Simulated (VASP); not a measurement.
# AlP (F-43m) in VASP: settings compared

Aim: see how the results for AlP move with the level of theory and the settings. Levels: PBEsol, PBE. Tasks: vibrations by perturbation theory, G0W0 quasiparticle levels.

Everything below comes from runs of VASP 6.6.1. Logs are shortened: lines on timing, memory, paths and dates and some standing lists are left out, and cuts for length are marked.

**1. The cell of the first run**

It takes space group F-43m (No. 216, cubic). The conventional cell has a = 5.470 Å, b = 5.470 Å, c = 5.470 Å, α = 90.00°, β = 90.00°, γ = 90.00°. Within 3.1 Å of Al (site symmetry -43m) lie 4 P at 2.37 Å. P (site symmetry -43m) has 4 Al at 2.37 Å within 3.1 Å.

**2. Vibrations by perturbation theory, PBEsol**

INCAR reads:

```
PREC     = Accurate       # precision mode
ENCUT    = 500            # plane-wave cutoff, eV
EDIFF    = 1E-8           # SCF threshold, eV
ISMEAR   = 0              # smearing method
SIGMA    = 0.01           # smearing width, eV
LREAL    = False          # projectors in reciprocal space
LASPH    = True           # aspherical terms in the spheres
NELM     = 120            # most SCF steps
ALGO     = Normal         # electronic algorithm
ISIF     = 2              # what is computed and relaxed
LWAVE    = False          # write WAVECAR
LCHARG   = False          # write CHGCAR
GGA      = PS             # functional
NBANDS   = 11             # bands
IBRION   = 8              # ionic algorithm
NSW      = 1              # ionic steps
LEPSILON = True           # dielectric tensor by DFPT
GGA_COMPAT= False
```

KPOINTS reads:

```
regular mesh
0
Gamma
  6 6 6
```

POSCAR reads:

```
AlP
1.0
    0.0000000000      2.7352007597      2.7352007597
    2.7352007597      0.0000000000      2.7352007597
    2.7352007597      2.7352007597      0.0000000000
Al P
1 1
Direct
    0.0000000000      0.0000000000      0.0000000000
    0.2500000000      0.2500000000      0.2500000000
```

Potentials or basis: VASP PAW PBE potentials, release 64 (Al, P).

On the command line:

```console
$ cat potpaw_PBE.64/Al/POTCAR potpaw_PBE.64/P/POTCAR > POTCAR
$ mpirun -np 1 vasp_std > vasp.out
```

OUTCAR:

```text
PREC = Accurate
   ENCUT = 500
   EDIFF = 1E-8
   ISMEAR = 0
   LREAL = False
   LASPH = True
   NELM = 120
   ISIF = 2
   GGA = PS
   IBRION = 8
   NSW = 1
   LEPSILON = True

 ion  position               nearest neighbor table
   1  0.000  0.000  0.000-   2 2.37   2 2.37   2 2.37   2 2.37
   2  0.250  0.250  0.250-   1 2.37   1 2.37   1 2.37   1 2.37

  LATTYP: Found a face centered cubic cell.
 ALAT       =     5.4704015194

  Lattice vectors:

 A1 = (   0.0000000000,   2.7352007597,   2.7352007597)
 A2 = (   2.7352007597,   0.0000000000,   2.7352007597)
 A3 = (   2.7352007597,   2.7352007597,   0.0000000000)

Analysis of symmetry for initial positions (statically):
=====================================================================
 Subroutine PRICEL returns:
 Original cell was already a primitive cell.

 Routine SETGRP: Setting up the symmetry group for a
 face centered cubic supercell.

 Subroutine GETGRP returns: Found 24 space group operations
 (whereof 24 operations were pure point group operations)
 out of a pool of 48 trial point group operations.

The static configuration has the point symmetry T_d .

Analysis of symmetry for dynamics (positions and initial velocities):
=====================================================================
 Subroutine PRICEL returns:
 Original cell was already a primitive cell.

 Routine SETGRP: Setting up the symmetry group for a
 face centered cubic supercell.

 Subroutine GETGRP returns: Found 24 space group operations
 (whereof 24 operations were pure point group operations)
 out of a pool of 48 trial point group operations.

The dynamic configuration has the point symmetry T_d .

 Subroutine INISYM returns: Found 24 space group operations
 (whereof 24 operations are pure point group operations),
 and found     1 'primitive' translations

----------------------------------------------------------------------------------------

                                     Primitive cell

[... 444 lines left out ...]
 ------------------------------------------------------
           9.278598     0.000000     0.000000
           0.000000     9.278598     0.000000
          -0.000000     0.000000     9.278598
 ------------------------------------------------------

 PIEZOELECTRIC TENSOR (including local field effects)  for field in x, y, z        (e  Angst)
          XX          YY          ZZ          XY          YZ          ZX
  --------------------------------------------------------------------------------
  x     0.00000    -0.00000    -0.00000     0.00000    -1.78416     0.00000
  y     0.00000    -0.00000    -0.00000     0.00000     0.00000    -1.78416
  z    -0.00000    -0.00000     0.00000    -1.78416     0.00000     0.00000

 PIEZOELECTRIC TENSOR (including local field effects)  for field in x, y, z        (C/m^2)
          XX          YY          ZZ          XY          YZ          ZX
  --------------------------------------------------------------------------------
  x     0.00000    -0.00000    -0.00000     0.00000    -0.69847     0.00000
  y     0.00000    -0.00000    -0.00000     0.00000     0.00000    -0.69847
  z    -0.00000    -0.00000     0.00000    -0.69847     0.00000     0.00000

 BORN EFFECTIVE CHARGES (including local field effects) (in |e|, cummulative output)
 ---------------------------------------------------------------------------------
 ion    1
    1     2.32173     0.00000     0.00000
    2    -0.00000     2.32173    -0.00000
    3    -0.00000    -0.00000     2.32173
 ion    2
    1    -2.32173    -0.00000    -0.00000
    2     0.00000    -2.32173     0.00000
    3     0.00000     0.00000    -2.32173

 INTERNAL STRAIN TENSOR FOR ION    2 for displacements in x,y,z  (eV/Angst):
          X           Y           Z          XY          YZ          ZX
  --------------------------------------------------------------------------------
  x     0.00000    -0.00000    -0.00000     0.00000    -8.22370     0.00000
  y    -0.00000     0.00000    -0.00000     0.00000     0.00000    -8.22370
  z    -0.00000    -0.00000     0.00000    -8.22370     0.00000     0.00000

 SECOND DERIVATIVES (NOT SYMMETRIZED)
 ------------------------------------
               1X          1Y          1Z          2X          2Y          2Z
  1X   -10.000585    0.000000    0.000000   10.000585    0.000000    0.000000
  1Y     0.000000  -10.000585    0.000000    0.000000   10.000585    0.000000
  1Z     0.000000    0.000000  -10.000585    0.000000    0.000000   10.000585
  2X    10.006309    0.000000    0.000000  -10.006309    0.000000    0.000000
  2Y     0.000000   10.006309    0.000000    0.000000  -10.006309    0.000000
  2Z     0.000000    0.000000   10.006309    0.000000    0.000000  -10.006309

 Eigenvectors and eigenvalues of the dynamical matrix
 ----------------------------------------------------

   1 f  =   13.020842 THz    81.812363 2PiTHz  434.328540 cm-1    53.849852 meV
             X         Y         Z           dx          dy          dz
      0.000000  0.000000  0.000000     0.000000    0.730963    0.000000
      1.367600  1.367600  1.367600     0.000000   -0.682417    0.000000
[... 21 lines left out ...]
   6 f/i=    0.001858 THz     0.011675 2PiTHz    0.061983 cm-1     0.007685 meV
             X         Y         Z           dx          dy          dz
      0.000000  0.000000  0.000000     0.000000    0.000000   -0.682417
      1.367600  1.367600  1.367600     0.000000    0.000000   -0.730963

--------------------------------------------------------------------------------------------------------

 MACROSCOPIC STATIC DIELECTRIC TENSOR IONIC CONTRIBUTION
 ------------------------------------------------------
           2.382546    -0.000000     0.000000
          -0.000000     2.382546    -0.000000
           0.000000    -0.000000     2.382546
 ------------------------------------------------------

 ELASTIC MODULI CONTR FROM IONIC RELAXATION (kBar)
 Direction    XX          YY          ZZ          XY          YZ          ZX
 --------------------------------------------------------------------------------
 XX          -0.0000     -0.0000     -0.0000      0.0000      0.0000      0.0000
 YY          -0.0000     -0.0000     -0.0000      0.0000      0.0000      0.0000
 ZZ          -0.0000     -0.0000     -0.0000      0.0000      0.0000      0.0000
 XY           0.0000      0.0000      0.0000   -261.2049      0.0000      0.0000
 YZ           0.0000      0.0000      0.0000      0.0000   -261.2049      0.0000
 ZX           0.0000      0.0000      0.0000      0.0000      0.0000   -261.2049
 --------------------------------------------------------------------------------

 PIEZOELECTRIC TENSOR IONIC CONTR  for field in x, y, z        (C/m^2)
          XX          YY          ZZ          XY          YZ          ZX
  --------------------------------------------------------------------------------
  x    -0.00000    -0.00000    -0.00000     0.00000     0.74231     0.00000
  y    -0.00000     0.00000    -0.00000    -0.00000    -0.00000     0.74231
  z    -0.00000    -0.00000     0.00000     0.74231    -0.00000    -0.00000
```

OSZICAR:

```text
N       E                     dE             d eps       ncg     rms          rms(c)
DAV:   1     0.110645171077E+02    0.11065E+02   -0.29300E+03   352   0.538E+02
DAV:   2    -0.104367558077E+02   -0.21501E+02   -0.20042E+02   429   0.876E+01
DAV:   3    -0.113478849640E+02   -0.91113E+00   -0.90902E+00   440   0.175E+01
DAV:   4    -0.113560939481E+02   -0.82090E-02   -0.82078E-02   442   0.205E+00
[... 155 lines left out ...]
RMM:  10    -0.493518048035E-01   -0.45483E-07    0.26157E-07  1901   0.147E-04    0.117E-05
RMM:  11    -0.493518233736E-01   -0.18570E-07   -0.27030E-07  1860   0.142E-04    0.431E-06
RMM:  12    -0.493518275152E-01   -0.41417E-08   -0.32936E-07  1702   0.140E-04    0.308E-07
RMM:  13    -0.493518272270E-01    0.28821E-09   -0.32040E-07  1186   0.139E-04    0.272E-07
RMM:  14    -0.493518269605E-01    0.26657E-09   -0.33599E-07  1029   0.139E-04    0.549E-08
 Linear response finished
```

stdout:

```text
POSCAR found type information on POSCAR AlP
 POSCAR found :  2 types and       2 ions
 scaLAPACK will be used
 -----------------------------------------------------------------------------
|                                                                             |
|                                                                             |
[... 39 lines left out ...]
 first order change of Fermi-energy   0.24027E-04
 force on displaced ion       1 direction 1 : -10.001  -0.000  -0.000
 Born effective charge ion    1 direction 1 :   2.192   0.000   0.000
 Linear response progress:
 first order change of Fermi-energy   0.34159E-03
 force on displaced ion       2 direction 1 : -10.006   0.000   0.000
 Born effective charge ion    2 direction 1 :  -2.455   0.000   0.000
 Born effective charges drift removed
 Linear response finished
```

It took 1.8 min on 1 thread of Intel Xeon 6975P-C, shared host; peak memory 0.2 GiB.

What came out:

- Electronic dielectric tensor (diagonal): 9.28
- Born charges (mean of the diagonal): Al +2.32; P -2.32 e
- Highest phonon frequency at Γ, LO-TO splitting left out: 434 cm⁻¹

Phonon frequencies in cm⁻¹ (negative: imaginary):
| q point | frequencies |
| --- | --- |
| (0.000, 0.000, 0.000) | 0 0 0 434 434 434 |

Electronic dielectric tensor:
```
9.28 0.00 0.00
0.00 9.28 0.00
0.00 0.00 9.28
```

Born effective charge tensors (e):
atom 1, Al
```
2.32 0.00 0.00
0.00 2.32 0.00
0.00 0.00 2.32
```
atom 2, P
```
-2.32  0.00  0.00
 0.00 -2.32  0.00
 0.00  0.00 -2.32
```

(Part 1 of 2 ends here.)
